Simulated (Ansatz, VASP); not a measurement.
## KZnF3 in VASP and in Ansatz

Contents of INCAR:

```
ALGO     = Normal         # electronic algorithm
EDIFF    = 1E-6           # SCF threshold, eV
ENCUT    = 520            # plane-wave cutoff, eV
GGA      = PE             # functional
ISIF     = 2              # what is computed and relaxed
ISMEAR   = 0              # smearing method
LASPH    = True           # aspherical terms in the spheres
LCHARG   = False          # write CHGCAR
LREAL    = False          # projectors in reciprocal space
LWAVE    = False          # write WAVECAR
NBANDS   = 29             # bands
NELM     = 80             # most SCF steps
PREC     = Accurate       # precision mode
SIGMA    = 0.05           # smearing width, eV
```

File KPOINTS:

```
k-points
0
Gamma
  6 6 6
```

POSCAR

```
KZnF3
1.0
    4.0500000000      0.0000000000      0.0000000000
    0.0000000000      4.0500000000      0.0000000000
    0.0000000000      0.0000000000      4.0500000000
K Zn F
1 1 3
Direct
    0.0000000000      0.0000000000      0.0000000000
    0.5000000000      0.5000000000      0.5000000000
    0.4476217199      0.4476217199     -0.0370370370
    0.0000000000      0.5000000000      0.5000000000
    0.5000000000      0.0000000000      0.5000000000
```

Input for Ansatz:

```yaml
crystal:
  lattice:
    - [4.05, 0.0, 0.0]
    - [0.0, 4.05, 0.0]
    - [0.0, 0.0, 4.05]
  atoms:
    - { symbol: K, position: [0.0, 0.0, 0.0] }
    - { symbol: Zn, position: [0.5, 0.5, 0.5] }
    - { symbol: F, position: [0.4476217199, 0.4476217199, -0.037037037] }
    - { symbol: F, position: [0.0, 0.5, 0.5] }
    - { symbol: F, position: [0.5, 0.0, 0.5] }
basis:
  ecutwfc: 420
kpoints:
  mp_grid: { grid: [6, 6, 6] }
hamiltonian:
  xc: pbe
scf:
  occupations: { method: gaussian, width: 0.05 }
output:
  forces: true
  stress: true
  eigenvalues: true
```

Alike in both runs: task single point; functional PBE; k mesh 6 × 6 × 6; occupations gaussian, width 0.05 eV; no spin polarisation.

```csv
,VASP,Ansatz
version,VASP 6.6.1,Ansatz 0.2.0
potentials or method,"VASP PAW PBE potentials, release 64 (K_sv, Zn, F), cutoff 520 eV","scalar-relativistic, plane waves, PAW"
valence electrons in the cell,42,42
```

VASP gave:

```
gap on the k mesh at the Fermi level (eV)                     : 3.74
least direct gap on the mesh (eV)                             : 5.37
pressure (GPa)                                                : 6.3
traceless stress, the component that is largest in VASP (GPa) : 1.15
rms of the force components (eV/Å)                            : 0.600
```

Which values does Ansatz return?

gap on the k mesh at the Fermi level (eV): 3.81; least direct gap on the mesh (eV): 5.41; pressure (GPa): 5.8; traceless stress, the component that is largest in VASP (GPa): 1.11; rms of the force components (eV/Å): 0.565.

Atom by atom the forces differ by 0.040 eV/Å (rms over components). With one functional, cell and mesh, what is left measures potentials, basis and numerics.
